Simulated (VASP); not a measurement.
# LuBi2B4Cl: density of states with PBE

LuBi2B4Cl:

```xyz
8
Lattice="3.7720 0.0000 0.0000 0.0000 3.7720 0.0000 0.0000 0.0000 8.7375" Properties=species:S:1:pos:R:3 pbc="T T T"
Cl    0.0000    0.0000    4.3687
Lu    0.0000    0.0000    0.0000
B     1.8860    0.0000    7.4094
B     0.0000    1.8860    7.4094
B     1.8860    0.0000    1.3281
B     0.0000    1.8860    1.3281
Bi    1.8860    1.8860    6.2848
Bi    1.8860    1.8860    2.4526
```

```
Program                 : VASP 6.6.1
Task                    : density of states
Functional              : PBE
Potentials or basis     : VASP PAW PBE potentials, release 64 (Cl, Lu, B, Bi_d)
Cutoff                  : 520 eV
k mesh                  : 9 × 9 × 4
Occupations             : fermi-dirac, width 0.1 eV
Spin                    : no spin polarisation
Dipole correction       : no
k mesh for the DOS      : 14 × 14 × 6
Occupations for the DOS : tetrahedron
Further INCAR settings  : ALGO = Normal; EDIFF = 1e-06
```

* Valence electrons inside the program's atomic spheres: Cl 5.13; Lu 24.10; B 1.80; Bi 13.12

Levels at points of the mesh, in eV from the Fermi level:
| k point | band 35 | band 36 | band 37 | band 38 | band 39 | band 40 |
| --- | --- | --- | --- | --- | --- | --- |
| (0.00, 0.00, 0.00) | -1.88 | -1.77 | -0.19 | 1.33 | 1.48 | 1.48 |
| (0.50, 0.00, 0.00) | -1.67 | -0.59 | -0.08 | 0.11 | 0.85 | 0.91 |
| (0.50, 0.50, 0.00) | -1.57 | -1.42 | -1.42 | -0.97 | -0.97 | 2.16 |
| (0.00, 0.00, 0.50) | -1.98 | -0.76 | -0.15 | 1.57 | 1.57 | 2.07 |
| (0.50, 0.00, 0.50) | -1.61 | -0.50 | -0.28 | 0.51 | 0.62 | 0.87 |
| (0.50, 0.50, 0.50) | -2.28 | -2.00 | -2.00 | -0.34 | -0.34 | 2.16 |

It took 12 min on 1 thread of Intel Xeon 6975P-C, on a shared host, peak memory 0.79 GiB.

Caveat: spin-orbit coupling is left out, which moves the levels of the heavy elements.
